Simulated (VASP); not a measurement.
# CdSe (I-4m2) in VASP: notebook, part 2 of 2

VASP 6.6.1. The steps go on from the part before.

## Step 3: Single point, r2SCAN (uniaxial z strain +2.0%)

The input, POSCAR:

```
CdSe
1.0
    0.0000000000      3.0677809654      3.1291365847
    3.0677809654      0.0000000000      3.1291365847
    3.0677809654      3.0677809654      0.0000000000
Cd Se
1 1
Direct
    0.0000000000      0.0000000000      0.0000000000
    0.2500000000      0.2500000000      0.2500000000
```

The input, INCAR.step1:

```
  PREC = Accurate
  ENCUT = 520
  ISMEAR = 0
  SIGMA = 0.01
  LREAL = F
  LASPH = T
  NELM = 80
  NBANDS = 16
  GGA = PE
  ALGO = Normal
  EDIFF = 1E-4
  LWAVE = T
  LCHARG = F
```

The input, INCAR.step2:

```
  PREC = Accurate
  ENCUT = 520
  EDIFF = 1E-7
  ISMEAR = 0
  SIGMA = 0.01
  LREAL = F
  LASPH = T
  NELM = 80
  ALGO = Normal
  ISIF = 2
  LWAVE = F
  LCHARG = F
  METAGGA = R2SCAN
  LMIXTAU = T
  NBANDS = 16
  ISTART = 1
```

The input, KPOINTS:

```
Automatic mesh
0
Gamma
  8 8 8
```

Potentials or basis: VASP PAW PBE potentials, release 64 (Cd, Se).

Command:

```
> cat potpaw_PBE.64/Cd/POTCAR potpaw_PBE.64/Se/POTCAR > POTCAR
> cp INCAR.step1 INCAR
> mpirun -np 1 vasp_std > vasp.out
> cp INCAR.step2 INCAR
> mpirun -np 1 vasp_std > vasp.out
```

OUTCAR:

```text
PREC = Accurate
   ENCUT = 520
   EDIFF = 1E-7
   ISMEAR = 0
   LREAL = F
   LASPH = T
   NELM = 80
   ISIF = 2
   METAGGA = R2SCAN
   ISTART = 1

 ion  position               nearest neighbor table
   1  0.000  0.000  0.000-   2 2.67   2 2.67   2 2.67   2 2.67
   2  0.250  0.250  0.250-   1 2.67   1 2.67   1 2.67   1 2.67

  LATTYP: Found a body centered tetragonal cell.
 ALAT       =     4.3384974477
 C/A-ratio  =     1.4424978336

  Lattice vectors:

 A1 = (  -3.0677809654,   0.0000000000,   3.1291365847)
 A2 = (   3.0677809654,   0.0000000000,   3.1291365847)
 A3 = (   0.0000000000,   3.0677809654,  -3.1291365847)

Analysis of symmetry for initial positions (statically):
=====================================================================
 Subroutine PRICEL returns:
 Original cell was already a primitive cell.

 Routine SETGRP: Setting up the symmetry group for a
 body centered tetragonal supercell.

 Subroutine GETGRP returns: Found  8 space group operations
 (whereof  8 operations were pure point group operations)
 out of a pool of 16 trial point group operations.

[... 162 lines left out ...]

 E-fermi :   0.4038     XC(G=0):  -9.2096

 val. band max:        0.3082685247   @ k =   0.0000   0.0000   0.0000
 cond. band min:       1.2686712327   @ k =   0.0000   0.0000   0.0000
 fundamental gap:      0.9604027080
 Fermi energy:         0.4038101391

 k-point     1 :       0.0000    0.0000    0.0000
  band No.  band energies     occupation
      1     -12.4750      2.00000
      2      -7.7429      2.00000
      3      -7.7340      2.00000
      4      -7.7340      2.00000
      5      -7.3878      2.00000
      6      -7.3850      2.00000
[... 433 lines left out ...]
      3      -7.6371      2.00000
      4      -7.4291      2.00000
      5      -7.3631      2.00000
      6      -7.3025      2.00000
[... 8 lines left out ...]
     15      11.7733      0.00000
     16      12.3584      0.00000

 [... further k-points ...]

------------------------ aborting loop because EDIFF is reached ----------------------------------------

  FORCE on cell =-STRESS in cart. coord.  units (eV):
  Direction    XX          YY          ZZ          XY          YZ          ZX
  --------------------------------------------------------------------------------------
  -------------------------------------------------------------------------------------
  Total       -0.2533511     -0.2533511     -0.3900157      0.0000000     -0.0000000      0.0000000
  in kB       -6.8917601     -6.8917601    -10.6093663      0.0000000     -0.0000000      0.0000000
  external PRESSURE =      -8.1309622 kB  Pullay stress =       0.0000000 kB

 VOLUME and BASIS-vectors are now :
 -----------------------------------------------------------------------------
  energy-cutoff  :      520.00
  volume of cell :       58.90
      direct lattice vectors                 reciprocal lattice vectors
     0.000000000  3.067780965  3.129136585    -0.162984257  0.162984257  0.159788487
     3.067780965  0.000000000  3.129136585     0.162984257 -0.162984257  0.159788487
     3.067780965  3.067780965  0.000000000     0.162984257  0.162984257 -0.159788487

 POSITION                                       TOTAL-FORCE (eV/Angst)
 -----------------------------------------------------------------------------------
      0.00000      0.00000      0.00000        -0.000000     -0.000000      0.000000
      1.53389      1.53389      1.56457         0.000000      0.000000      0.000000
 -----------------------------------------------------------------------------------
    total drift:                                0.000020      0.000020     -0.000064

  FREE ENERGIE OF THE ION-ELECTRON SYSTEM (eV)
  ---------------------------------------------------
  free  energy   TOTEN  =       -35.9126899744 eV

  energy  without entropy=      -35.9126899744  energy(sigma->0) =      -35.91268997
```

OUTCAR.step1:

```text
PREC = Accurate
   ENCUT = 520
   ISMEAR = 0
   LREAL = F
   LASPH = T
[... 678 lines left out ...]
 -----------------------------------------------------------------------------------
      0.00000      0.00000      0.00000         0.000000      0.000000      0.000000
      1.53389      1.53389      1.56457        -0.000000     -0.000000      0.000000
 -----------------------------------------------------------------------------------
    total drift:                                0.000001      0.000001     -0.000002

  FREE ENERGIE OF THE ION-ELECTRON SYSTEM (eV)
  ---------------------------------------------------
  free  energy   TOTEN  =        -5.4967055095 eV

  energy  without entropy=       -5.4967055095  energy(sigma->0) =       -5.49670551
```

OSZICAR.step1:

```text
N       E                     dE             d eps       ncg     rms          rms(c)
DAV:   1     0.107692665184E+03    0.10769E+03   -0.87622E+03  1920   0.100E+03
DAV:   2    -0.172961185930E+01   -0.10942E+03   -0.10344E+03  2248   0.246E+02
DAV:   3    -0.586142521780E+01   -0.41318E+01   -0.41235E+01  2232   0.498E+01
DAV:   4    -0.587948235227E+01   -0.18057E-01   -0.18056E-01  2424   0.331E+00
DAV:   5    -0.587959521266E+01   -0.11286E-03   -0.11286E-03  2280   0.229E-01    0.564E+00
DAV:   6    -0.551642923035E+01    0.36317E+00   -0.55608E-01  2784   0.858E+00    0.454E+00
DAV:   7    -0.549552072891E+01    0.20909E-01   -0.13811E-01  2248   0.245E+00    0.199E+00
DAV:   8    -0.549642582888E+01   -0.90510E-03   -0.12539E-02  2200   0.134E+00    0.242E-01
DAV:   9    -0.549663722342E+01   -0.21139E-03   -0.13696E-03  2360   0.459E-01    0.477E-02
DAV:  10    -0.549670550947E+01   -0.68286E-04   -0.14712E-04  2032   0.151E-01
   1 F= -.54967055E+01 E0= -.54967055E+01  d E =-.123063E-61
```

Wall time 7.3 min (1 thread of Intel Xeon 8259CL, shared host); peak memory 0.24 GiB.

What came out:

| Property | Result |
| --- | --- |
| Free energy | -35.9127 eV |
| Pressure | -0.8 GPa |
| Band gap on the k mesh | 0.96 eV |

Stress tensor (GPa, compression positive):
```
-0.69  0.00  0.00
 0.00 -0.69  0.00
 0.00  0.00 -1.06
```

Caveat: the cell differs from its parent crystal (uniaxial z strain +2.0%); the structure was generated, so it needn't be the stable form of CdSe; the PAW data sets were made with another functional, which shifts forces and pressure a little.

## Step 4: Single point, r2SCAN (uniaxial z strain +3.0%)

The input, POSCAR:

```
CdSe
1.0
    0.0000000000      3.0677809654      3.1598143944
    3.0677809654      0.0000000000      3.1598143944
    3.0677809654      3.0677809654      0.0000000000
Cd Se
1 1
Direct
    0.0000000000      0.0000000000      0.0000000000
    0.2500000000      0.2500000000      0.2500000000
```

The input, INCAR.step1:

```
ALGO = Normal ; EDIFF = 1E-4
ENCUT = 520 ; GGA = PE
ISMEAR = 0 ; LASPH = T
LCHARG = F ; LREAL = F
LWAVE = T ; NBANDS = 16
NELM = 100 ; PREC = Accurate
SIGMA = 0.01
```

The input, INCAR.step2:

```
ALGO = Normal ; EDIFF = 1E-6
ENCUT = 520 ; ISIF = 2
ISMEAR = 0 ; ISTART = 1
LASPH = T ; LCHARG = F
LMIXTAU = T ; LREAL = F
LWAVE = F ; METAGGA = R2SCAN
NBANDS = 16 ; NELM = 100
PREC = Accurate ; SIGMA = 0.01
```

The input, KPOINTS:

```
k-points
0
Gamma
  8 8 8
```

Command:

```
> cat potpaw_PBE.64/Cd/POTCAR potpaw_PBE.64/Se/POTCAR > POTCAR
> cp INCAR.step1 INCAR
> mpirun -np 1 vasp_std > vasp.out
> cp INCAR.step2 INCAR
> mpirun -np 1 vasp_std > vasp.out
```

Wall time 5.6 min (1 thread of Intel Xeon 8259CL, shared host); peak memory 0.24 GiB.

Results (log left out):

```
Free energy            : -35.9078 eV
Pressure               : -1.3 GPa
Band gap on the k mesh : 0.93 eV
```

Stress tensor (GPa, compression positive):
```
-1.09  0.00  0.00
 0.00 -1.09  0.00
 0.00  0.00 -1.67
```

Levels at points of the mesh, in eV from the valence-band top:
```tsv
k point	band 7	band 8	band 9	band 10	band 11	band 12
(0.00, 0.00, 0.00)	-0.10	0.00	0.00	0.93	6.44	6.44
(0.50, 0.00, 0.00)	-4.13	-0.78	-0.65	2.74	6.78	6.98
(0.50, 0.50, 0.00)	-3.97	-1.65	-1.65	3.58	4.23	9.20
(0.50, 0.00, 0.50)	-3.81	-1.79	-1.74	3.49	3.98	9.46
```

Caveat: the cell differs from its parent crystal (uniaxial z strain +3.0%); the structure was generated, so it needn't be the stable form of CdSe; the PAW data sets were made with another functional, which shifts forces and pressure a little.

## Step 5: Single point, r2SCAN (uniaxial z strain +4.0%)

The input, POSCAR:

```
CdSe
1.0
    0.0000000000      3.0677809654      3.1904922040
    3.0677809654      0.0000000000      3.1904922040
    3.0677809654      3.0677809654      0.0000000000
Cd Se
1 1
Direct
    0.0000000000      0.0000000000      0.0000000000
    0.2500000000      0.2500000000      0.2500000000
```

The input, INCAR.step1:

```
PREC     = Accurate       # precision mode
ENCUT    = 520            # plane-wave cutoff, eV
ISMEAR   = 0              # smearing method
SIGMA    = 0.01           # smearing width, eV
LREAL    = F              # projectors in reciprocal space
LASPH    = T              # aspherical terms in the spheres
NELM     = 80             # most SCF steps
NBANDS   = 16             # bands
GGA      = PE             # functional
ALGO     = Normal         # electronic algorithm
EDIFF    = 1E-4           # SCF threshold, eV
LWAVE    = T              # write WAVECAR
LCHARG   = F              # write CHGCAR
```

The input, INCAR.step2:

```
PREC     = Accurate       # precision mode
ENCUT    = 520            # plane-wave cutoff, eV
EDIFF    = 1E-6           # SCF threshold, eV
ISMEAR   = 0              # smearing method
SIGMA    = 0.01           # smearing width, eV
LREAL    = F              # projectors in reciprocal space
LASPH    = T              # aspherical terms in the spheres
NELM     = 80             # most SCF steps
ALGO     = Normal         # electronic algorithm
ISIF     = 2              # what is computed and relaxed
LWAVE    = F              # write WAVECAR
LCHARG   = F              # write CHGCAR
METAGGA  = R2SCAN         # meta-GGA
LMIXTAU  = T            
NBANDS   = 16             # bands
ISTART   = 1
```

The input, KPOINTS:

```
regular mesh
0
Gamma
  8 8 8
```

Potentials or basis: VASP PAW PBE potentials, release 64 (Cd, Se).

Command:

```
> cat potpaw_PBE.64/Cd/POTCAR potpaw_PBE.64/Se/POTCAR > POTCAR
> cp INCAR.step1 INCAR
> mpirun -np 1 vasp_std > vasp.out
> cp INCAR.step2 INCAR
> mpirun -np 1 vasp_std > vasp.out
```

OUTCAR:

```text
PREC = Accurate
   ENCUT = 520
   EDIFF = 1E-6
   ISMEAR = 0
   LREAL = F
   LASPH = T
   NELM = 80
   ISIF = 2
   METAGGA = R2SCAN
   ISTART = 1

 ion  position               nearest neighbor table
   1  0.000  0.000  0.000-   2 2.69   2 2.69   2 2.69   2 2.69
   2  0.250  0.250  0.250-   1 2.69   1 2.69   1 2.69   1 2.69

  LATTYP: Found a body centered tetragonal cell.
 ALAT       =     4.3384974477
 C/A-ratio  =     1.4707821049

  Lattice vectors:

[... 641 lines left out ...]

 [... further k-points ...]

------------------------ aborting loop because EDIFF is reached ----------------------------------------

  FORCE on cell =-STRESS in cart. coord.  units (eV):
  Direction    XX          YY          ZZ          XY          YZ          ZX
  --------------------------------------------------------------------------------------
  -------------------------------------------------------------------------------------
  Total       -0.5468634     -0.5468634     -0.8477976      0.0000000      0.0000000     -0.0000000
  in kB      -14.5899259    -14.5899259    -22.6186339      0.0000000      0.0000000     -0.0000000
  external PRESSURE =     -17.2661619 kB  Pullay stress =       0.0000000 kB

 VOLUME and BASIS-vectors are now :
 -----------------------------------------------------------------------------
  energy-cutoff  :      520.00
  volume of cell :       60.05
      direct lattice vectors                 reciprocal lattice vectors
     0.000000000  3.067780965  3.190492204    -0.162984257  0.162984257  0.156715631
     3.067780965  0.000000000  3.190492204     0.162984257 -0.162984257  0.156715631
     3.067780965  3.067780965  0.000000000     0.162984257  0.162984257 -0.156715631

 POSITION                                       TOTAL-FORCE (eV/Angst)
 -----------------------------------------------------------------------------------
      0.00000      0.00000      0.00000        -0.000000     -0.000000      0.000000
      1.53389      1.53389      1.59525         0.000000      0.000000     -0.000000
 -----------------------------------------------------------------------------------
    total drift:                                0.000022      0.000022     -0.000073

  FREE ENERGIE OF THE ION-ELECTRON SYSTEM (eV)
  ---------------------------------------------------
  free  energy   TOTEN  =       -35.9007618262 eV

  energy  without entropy=      -35.9007618262  energy(sigma->0) =      -35.90076183
```

OSZICAR.step1:

```text
N       E                     dE             d eps       ncg     rms          rms(c)
DAV:   1     0.104558810971E+03    0.10456E+03   -0.86562E+03  1928   0.996E+02
DAV:   2    -0.184516897202E+01   -0.10640E+03   -0.10107E+03  2296   0.244E+02
DAV:   3    -0.586543441599E+01   -0.40203E+01   -0.40130E+01  2208   0.491E+01
DAV:   4    -0.588349627775E+01   -0.18062E-01   -0.18061E-01  2464   0.328E+00
DAV:   5    -0.588361606188E+01   -0.11978E-03   -0.11978E-03  2336   0.232E-01    0.541E+00
DAV:   6    -0.551511567850E+01    0.36850E+00   -0.56674E-01  2808   0.848E+00    0.439E+00
DAV:   7    -0.549458295352E+01    0.20533E-01   -0.13448E-01  2208   0.242E+00    0.195E+00
DAV:   8    -0.549546445428E+01   -0.88150E-03   -0.12056E-02  2248   0.130E+00    0.237E-01
DAV:   9    -0.549569048674E+01   -0.22603E-03   -0.13402E-03  2328   0.442E-01    0.497E-02
DAV:  10    -0.549576068790E+01   -0.70201E-04   -0.14303E-04  1976   0.146E-01
   1 F= -.54957607E+01 E0= -.54957607E+01  d E =-.103475E-24
```

Wall time 5.7 min (1 thread of Intel Xeon 8259CL, shared host); peak memory 0.24 GiB.

What came out:

- Free energy: -35.9008 eV
- Pressure: -1.7 GPa
- Band gap on the k mesh: 0.89 eV

Levels at points of the mesh, in eV from the valence-band top:
| k point | band 6 | band 7 | band 8 | band 9 | band 10 | band 11 | band 12 | band 13 |
| --- | --- | --- | --- | --- | --- | --- | --- | --- |
| (0.00, 0.00, 0.00) | -7.68 | -0.13 | 0.00 | 0.00 | 0.89 | 6.42 | 6.42 | 6.44 |
| (0.50, 0.00, 0.00) | -7.43 | -4.08 | -0.79 | -0.62 | 2.71 | 6.74 | 7.00 | 7.58 |
| (0.50, 0.50, 0.00) | -7.40 | -3.96 | -1.60 | -1.60 | 3.61 | 4.25 | 9.08 | 10.55 |
| (0.50, 0.00, 0.50) | -7.35 | -3.76 | -1.78 | -1.73 | 3.48 | 3.93 | 9.43 | 10.24 |

Caveat: the cell differs from its parent crystal (uniaxial z strain +4.0%); the structure was generated, so it needn't be the stable form of CdSe; the PAW data sets were made with another functional, which shifts forces and pressure a little.

## Step 6: Summary

```csv
cell,gap on the mesh (eV),pressure (GPa)
"a = 4.360, b = 4.360, c = 4.338 Å, angles 60.2, 60.2, 59.7°, 2 atoms",0.99,-0.3
"a = 4.382, b = 4.382, c = 4.338 Å, angles 60.3, 60.3, 59.3°, 2 atoms",0.96,-0.8
"a = 4.404, b = 4.404, c = 4.338 Å, angles 60.5, 60.5, 59.0°, 2 atoms",0.93,-1.3
"a = 4.426, b = 4.426, c = 4.338 Å, angles 60.7, 60.7, 58.7°, 2 atoms",0.89,-1.7
```

Alike in all rows: task single point; level r2SCAN; potentials or basis VASP PAW PBE potentials, release 64 (Cd, Se); no spin polarisation; k mesh 8 × 8 × 8; cutoff (eV) 520; smearing gaussian 0.01 eV.

Caveats: the structure was generated, so it needn't be the stable form of CdSe; the PAW data sets were made with another functional, which shifts forces and pressure a little.

Total energies depend on the potentials used, so only differences within one code and one set of settings carry meaning.
